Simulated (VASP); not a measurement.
# GaSi3S2 (P6/mmm) in VASP: a series of runs

The runs below take GaSi3S2 through single point, with PBE.

Program: VASP 6.6.1. These are calculated values, not measurements. Logs are shortened: lines on timing, memory, paths and dates and some standing lists are left out, and cuts for length are marked.

### Step 1. The cell of the first run

The structure is hexagonal, space group P6/mmm (No. 191). Conventional cell: a = 8.305 Å, b = 8.305 Å, c = 2.378 Å, α = 90.00°, β = 90.00°, γ = 120.00°. Within 3.1 Å of Ga (site symmetry 6/mmm) lie 2 Ga at 2.38 Å. Si (site symmetry mmm) has 2 Si at 2.38 Å and 2 S at 2.40 Å within 3.1 Å. S (site symmetry -6m2) has 2 S at 2.38 Å and 3 Si at 2.40 Å within 3.1 Å.

### Step 2. Single point, PBE

Contents of INCAR:

```
PREC     = Accurate       # precision mode
ENCUT    = 520            # plane-wave cutoff, eV
EDIFF    = 1E-6           # SCF threshold, eV
ISMEAR   = 0              # smearing method
SIGMA    = 0.1            # smearing width, eV
LREAL    = False          # projectors in reciprocal space
LASPH    = True           # aspherical terms in the spheres
NELM     = 60             # most SCF steps
ALGO     = Normal         # electronic algorithm
ISIF     = 2              # what is computed and relaxed
LWAVE    = False          # write WAVECAR
LCHARG   = False          # write CHGCAR
GGA      = PE             # functional
NBANDS   = 28             # bands
```

Contents of KPOINTS:

```
regular mesh
0
Gamma
  3 3 8
```

Contents of POSCAR:

```
GaSi3S2
1.0
    8.3046480523      0.0000000000      0.0000000000
   -4.1523240261      7.1920361827      0.0000000000
    0.0000000000      0.0000000000      2.3781844711
Ga Si S
1 3 2
Direct
    0.0000000000      0.0000000000      0.0000000000
    0.5000000000      0.0000000000      0.5000000000
    0.0000000000      0.5000000000      0.5000000000
    0.5000000000      0.5000000000      0.5000000000
    0.3333333333      0.6666666667      0.5000000000
    0.6666666667      0.3333333333      0.5000000000
```

Potentials or basis: VASP PAW PBE potentials, release 64 (Ga_d, Si, S).

The run is started by

```sh
> cat potpaw_PBE.64/Ga_d/POTCAR potpaw_PBE.64/Si/POTCAR potpaw_PBE.64/S/POTCAR > POTCAR
> mpirun -np 1 vasp_std > vasp.out
```

OUTCAR:

```text
PREC = Accurate
   ENCUT = 520
   EDIFF = 1E-6
   ISMEAR = 0
   LREAL = False
   LASPH = True
   NELM = 60
   ISIF = 2
   GGA = PE

 ion  position               nearest neighbor table
   1  0.000  0.000  0.000-
   2  0.500  0.000  0.500-   5 2.40   6 2.40
   3  0.000  0.500  0.500-   5 2.40   6 2.40
   4  0.500  0.500  0.500-   5 2.40   6 2.40
   5  0.333  0.667  0.500-   2 2.40   3 2.40   4 2.40
   6  0.667  0.333  0.500-   2 2.40   3 2.40   4 2.40

  LATTYP: Found a hexagonal cell.
 ALAT       =     8.3046480523
 C/A-ratio  =     0.2863678817

  Lattice vectors:

 A1 = (   8.3046480523,   0.0000000000,   0.0000000000)
 A2 = (  -4.1523240261,   7.1920361827,   0.0000000000)
 A3 = (   0.0000000000,   0.0000000000,   2.3781844711)

Analysis of symmetry for initial positions (statically):
=====================================================================
 Subroutine PRICEL returns:
 Original cell was already a primitive cell.

 Routine SETGRP: Setting up the symmetry group for a
 hexagonal supercell.

 Subroutine GETGRP returns: Found 24 space group operations
 (whereof 24 operations were pure point group operations)
 out of a pool of 24 trial point group operations.

The static configuration has the point symmetry D_6h.

Analysis of symmetry for dynamics (positions and initial velocities):
=====================================================================
 Subroutine PRICEL returns:
 Original cell was already a primitive cell.

 Routine SETGRP: Setting up the symmetry group for a
 hexagonal supercell.

 Subroutine GETGRP returns: Found 24 space group operations
 (whereof 24 operations were pure point group operations)
 out of a pool of 24 trial point group operations.

The dynamic configuration has the point symmetry D_6h.

 Subroutine INISYM returns: Found 24 space group operations
 (whereof 24 operations are pure point group operations),
 and found     1 'primitive' translations

----------------------------------------------------------------------------------------

                                     Primitive cell

  volume of cell :     142.0426

[... 84 lines left out ...]
   ENCUT  =  520.0 eV  38.22 Ry    6.18 a.u.  15.44 15.44  4.42*2*pi/ulx,y,z
   NELM   =     60;   NELMIN=  2; NELMDL= -5     # of ELM steps
   EDIFF  = 0.1E-05   stopping-criterion for ELM
   LREAL  =      F    real-space projection
   EDIFFG = 0.1E-04   stopping-criterion for IOM
   NSW    =      0    number of steps for IOM
   IBRION =     -1    ionic relax: 0-MD 1-quasi-New 2-CG
   NFREE  =      0    steps in history (QN), initial steepest desc. (CG)
   ISIF   =      2    stress and relaxation
   ISYM   =      2    0-nonsym 1-usesym 2-fastsym
   POTIM  = 0.5000    time-step for ionic-motion
   TEBEG  =    0.0;   TEEND  =   0.0 temperature during run
   PSTRESS=    0.0 pullay stress
   NELECT =      37.0000    total number of electrons
   NUPDOWN=      -1.0000    fix difference up-down
   EMIN   =  10.00;   EMAX   =-10.00  energy-range for DOS
   EFERMI =   0.00;   METHOD = LEGACY
   ISMEAR =     0;   SIGMA  =   0.10  broadening in eV -4-tet -1-fermi 0-gaus
   EFERMI_NEDOS =   21; number of points for ismear=-14 and -15
   IALGO  =     38    algorithm
   IMIX   =      4    mixing-type and parameters
     AMIX     =   0.40;   BMIX     =  1.00
     AMIX_MAG =   1.60;   BMIX_MAG =  1.00
  volume/ion in A,a.u.               =      23.67       159.76
  Fermi-wavevector in a.u.,A,eV,Ry     =   1.045528  1.975762 14.872933  1.093130
  Thomas-Fermi vector in A             =   2.180328
   LORBIT       =      0    0 simple, 1 ext, 2 COOP (PROOUT), +10 PAW based schemes
   GGA     = PE    functional components
   LHFCALC =     F    Hartree Fock is set to
   AEXX    =    0.0000 exact exchange contribution
   IVDW    =     0    specifies the selected vdW correction
   LEPSILON=     F    determine dielectric tensor
   LRPA    =     F    only Hartree local field effects (RPA)
 non-spin polarized calculation
 Gauss-broadening in eV      SIGMA  =   0.10
  energy-cutoff  :      520.00
  volume of cell :      142.04
 maximum number of plane-waves:      3867
 NGX is ok and might be reduce to    64
   NGX = 31   NGY = 31   NGZ =  9

 number of electron      37.0000009 magnetization

 Free energy of the ion-electron system (eV)
  ---------------------------------------------------
  ext. energy  EPLUGINS =         0.00000000
  ---------------------------------------------------
  free energy    TOTEN  =       -24.21437230 eV

  energy without entropy =      -24.19728132  energy(sigma->0) =      -24.20582681

 E-fermi :   4.5962     XC(G=0):  -8.8603

 val. band max:        4.5577097299   @ k =   0.3333   0.3333   0.0000
 cond. band min:       4.6562783886   @ k =   0.3333   0.0000   0.1250
 fundamental gap:      0.0985686587
 Fermi energy:         4.5961699464

 k-point     1 :       0.0000    0.0000    0.0000
  band No.  band energies     occupation
      1     -12.5260      2.00000
      2     -12.2048      2.00000
      3     -11.0862      2.00000
      4     -10.5752      2.00000
      5     -10.5752      2.00000
      6     -10.2602      2.00000
[... 454 lines left out ...]
     27       8.2789      0.00000
     28       9.0460      0.00000

------------------------ aborting loop because EDIFF is reached ----------------------------------------

  FORCE on cell =-STRESS in cart. coord.  units (eV):
  Direction    XX          YY          ZZ          XY          YZ          ZX
  --------------------------------------------------------------------------------------
  -------------------------------------------------------------------------------------
  Total        0.1223089      0.1223089     -0.3305500      0.0000000      0.0000000      0.0000000
  in kB        1.3795904      1.3795904     -3.7284564      0.0000000      0.0000000      0.0000000
  external PRESSURE =      -0.3230919 kB  Pullay stress =       0.0000000 kB

 VOLUME and BASIS-vectors are now :
 -----------------------------------------------------------------------------
  energy-cutoff  :      520.00
  volume of cell :      142.04
      direct lattice vectors                 reciprocal lattice vectors
     8.304648052  0.000000000  0.000000000     0.120414495  0.069521341  0.000000000
    -4.152324026  7.192036183  0.000000000     0.000000000  0.139042682  0.000000000
     0.000000000  0.000000000  2.378184471     0.000000000  0.000000000  0.420488828

 POSITION                                       TOTAL-FORCE (eV/Angst)
 -----------------------------------------------------------------------------------
      0.00000      0.00000      0.00000         0.000000      0.000000      0.000000
      4.15232      0.00000      1.18909         0.000000      0.000000      0.000000
     -2.07616      3.59602      1.18909         0.000000      0.000000      0.000000
      2.07616      3.59602      1.18909         0.000000      0.000000      0.000000
     -0.00000      4.79469      1.18909         0.000000      0.000000      0.000000
      4.15232      2.39735      1.18909        -0.000000     -0.000000      0.000000
 -----------------------------------------------------------------------------------
    total drift:                               -0.000000      0.000000      0.000000

  FREE ENERGIE OF THE ION-ELECTRON SYSTEM (eV)
  ---------------------------------------------------
  free  energy   TOTEN  =       -24.2143722998 eV

  energy  without entropy=      -24.1972813221  energy(sigma->0) =      -24.20582681
```

OSZICAR:

```text
N       E                     dE             d eps       ncg     rms          rms(c)
DAV:   1     0.233766143948E+03    0.23377E+03   -0.15547E+04   892   0.134E+03
DAV:   2     0.740464498446E+01   -0.22636E+03   -0.21367E+03   964   0.324E+02
DAV:   3    -0.231283467566E+02   -0.30533E+02   -0.29570E+02  1088   0.100E+02
DAV:   4    -0.244916131022E+02   -0.13633E+01   -0.13518E+01  1048   0.215E+01
DAV:   5    -0.245381243542E+02   -0.46511E-01   -0.46428E-01  1140   0.372E+00    0.153E+01
DAV:   6    -0.242899337288E+02    0.24819E+00   -0.33434E-01  1016   0.273E+00    0.923E+00
DAV:   7    -0.242161546364E+02    0.73779E-01   -0.26984E-01   960   0.226E+00    0.112E+00
DAV:   8    -0.242152492536E+02    0.90538E-03   -0.32597E-02  1036   0.924E-01    0.303E-01
DAV:   9    -0.242142373024E+02    0.10120E-02   -0.43434E-03   976   0.304E-01    0.128E-01
DAV:  10    -0.242143492398E+02   -0.11194E-03   -0.76151E-04  1064   0.131E-01    0.617E-02
DAV:  11    -0.242143634719E+02   -0.14232E-04   -0.98937E-05  1032   0.419E-02    0.252E-02
DAV:  12    -0.242143714046E+02   -0.79327E-05   -0.12182E-05  1016   0.176E-02    0.668E-03
DAV:  13    -0.242143722998E+02   -0.89519E-06   -0.18441E-06   752   0.627E-03
   1 F= -.24214372E+02 E0= -.24205827E+02  d E =-.170910E-01
```

stdout:

```text
POSCAR found type information on POSCAR GaSiS
 POSCAR found :  3 types and       6 ions
 scaLAPACK will be used
 LDA part: xc-table for (Slater+PW92), standard interpolation
 POSCAR, INCAR and KPOINTS ok, starting setup
 FFT: planning ... GRIDC
 FFT: planning ... GRID_SOFT
 FFT: planning ... GRID
 WAVECAR not read
 entering main loop
```

Wall time 45 s (1 thread of Intel Xeon 6975P-C, shared host); peak memory 0.28 GiB.

What came out:

* Free energy: -24.2144 eV
* Pressure: 0.0 GPa

Levels at points of the mesh, in eV from the Fermi level:
```csv
k point,band 16,band 17,band 18,band 19,band 20,band 21,band 22,band 23
"(0.00, 0.00, 0.00)",-2.93,-2.93,-1.18,0.27,0.53,0.53,3.07,3.07
"(0.00, 0.00, 0.50)",-3.00,-1.97,-1.25,-0.46,1.26,1.26,2.18,2.18
```

### Step 3. Single point, PBE

This run uses another cell than the first one, of 19.09 Å³/atom, 0.806 times its volume.

Contents of INCAR:

```
  ALGO = Normal
  EDIFF = 1E-6
  ENCUT = 520
  GGA = PE
  ISIF = 2
  ISMEAR = 0
  LASPH = True
  LCHARG = False
  LREAL = False
  LWAVE = False
  NBANDS = 28
  NELM = 80
  PREC = Accurate
  SIGMA = 0.1
```

Contents of KPOINTS:

```
k-points
0
Gamma
  6 6 4
```

Contents of POSCAR:

```
GaSi3S2
1.0
    5.3839543800      0.0000000000      0.0000000000
   -2.6919771900      4.6626412700      0.0000000000
    0.0000000000      0.0000000000      4.5615277600
Ga Si S
1 3 2
Direct
    0.0000000000      0.0000000000      0.0000000000
    0.5000000000      0.0000000000      0.5000000000
    0.0000000000      0.5000000000      0.5000000000
    0.5000000000      0.5000000000      0.5000000000
    0.3333333300      0.6666666700      0.5000000000
    0.6666666700      0.3333333300      0.5000000000
```

Potentials or basis: VASP PAW PBE potentials, release 64 (Ga_d, Si, S).

The run is started by

```sh
> cat potpaw_PBE.64/Ga_d/POTCAR potpaw_PBE.64/Si/POTCAR potpaw_PBE.64/S/POTCAR > POTCAR
> mpirun -np 1 vasp_std > vasp.out
```

OUTCAR:

```text
EDIFF = 1E-6
   ENCUT = 520
   GGA = PE
   ISIF = 2
   ISMEAR = 0
   LASPH = True
   LREAL = False
   NELM = 80
   PREC = Accurate

 ion  position               nearest neighbor table
   1  0.000  0.000  0.000-
   2  0.500  0.000  0.500-   5 1.55   6 1.55   3 2.69   4 2.69   4 2.69   3 2.69
   3  0.000  0.500  0.500-   5 1.55   6 1.55   4 2.69   4 2.69   2 2.69   2 2.69
   4  0.500  0.500  0.500-   5 1.55   6 1.55   3 2.69   3 2.69   2 2.69   2 2.69
[... 853 lines left out ...]
  --------------------------------------------------------------------------------------
  -------------------------------------------------------------------------------------
  Total      156.3949113    156.3949116     -4.9135677      0.0000000     -0.0000000      0.0000000
  in kB     2188.2125460   2188.2125499    -68.7485958      0.0000000     -0.0000000      0.0000000
  external PRESSURE =    1435.8921667 kB  Pullay stress =       0.0000000 kB

 VOLUME and BASIS-vectors are now :
 -----------------------------------------------------------------------------
  energy-cutoff  :      520.00
  volume of cell :      114.51
      direct lattice vectors                 reciprocal lattice vectors
     5.383954380  0.000000000  0.000000000     0.185737086  0.107235357  0.000000000
    -2.691977190  4.662641270  0.000000000     0.000000000  0.214470714  0.000000000
     0.000000000  0.000000000  4.561527760     0.000000000  0.000000000  0.219224798

 POSITION                                       TOTAL-FORCE (eV/Angst)
 -----------------------------------------------------------------------------------
      0.00000      0.00000      0.00000         0.000000      0.000000      0.000000
      2.69198      0.00000      2.28076         0.000000      0.000000      0.000000
     -1.34599      2.33132      2.28076         0.000000      0.000000      0.000000
      1.34599      2.33132      2.28076         0.000000      0.000000      0.000000
     -0.00000      3.10843      2.28076        -0.000000      0.000000     -0.000000
      2.69198      1.55421      2.28076         0.000000     -0.000000      0.000000
 -----------------------------------------------------------------------------------
    total drift:                                0.000000      0.000000     -0.000000

  FREE ENERGIE OF THE ION-ELECTRON SYSTEM (eV)
  ---------------------------------------------------
  free  energy   TOTEN  =        19.7427896148 eV

  energy  without entropy=       19.7494224440  energy(sigma->0) =       19.74610603
```

OSZICAR:

```text
N       E                     dE             d eps       ncg     rms          rms(c)
DAV:   1     0.344078165497E+03    0.34408E+03   -0.16286E+04  1264   0.143E+03
DAV:   2     0.564868404814E+02   -0.28759E+03   -0.27091E+03  1348   0.377E+02
DAV:   3     0.149777330491E+02   -0.41509E+02   -0.40597E+02  1504   0.120E+02
DAV:   4     0.127355582031E+02   -0.22422E+01   -0.22078E+01  1676   0.282E+01
DAV:   5     0.126794572811E+02   -0.56101E-01   -0.55979E-01  1552   0.416E+00    0.393E+01
DAV:   6     0.192638485651E+02    0.65844E+01   -0.15240E+01  1540   0.215E+01    0.274E+01
DAV:   7     0.196947669784E+02    0.43092E+00   -0.36275E+00  1544   0.825E+00    0.990E+00
DAV:   8     0.197434891440E+02    0.48722E-01   -0.26736E-01  1592   0.240E+00    0.112E+00
DAV:   9     0.197433376876E+02   -0.15146E-03   -0.21196E-02  1408   0.974E-01    0.369E-01
DAV:  10     0.197429370423E+02   -0.40065E-03   -0.13566E-03  1584   0.177E-01    0.110E-01
DAV:  11     0.197427989209E+02   -0.13812E-03   -0.23064E-04  1496   0.953E-02    0.288E-02
DAV:  12     0.197427971453E+02   -0.17756E-05   -0.30631E-05  1560   0.317E-02    0.122E-02
DAV:  13     0.197427892942E+02   -0.78511E-05   -0.94041E-06  1352   0.144E-02    0.344E-03
DAV:  14     0.197427896148E+02    0.32059E-06   -0.62560E-07  1136   0.353E-03
   1 F= 0.19742790E+02 E0= 0.19746106E+02  d E =-.663283E-02
```

Wall time 53 s (1 thread of Intel Xeon 6975P-C, shared host); peak memory 0.26 GiB.

What came out:

| Item | Value |
| --- | --- |
| Free energy | 19.7428 eV |
| Pressure | 143.6 GPa |
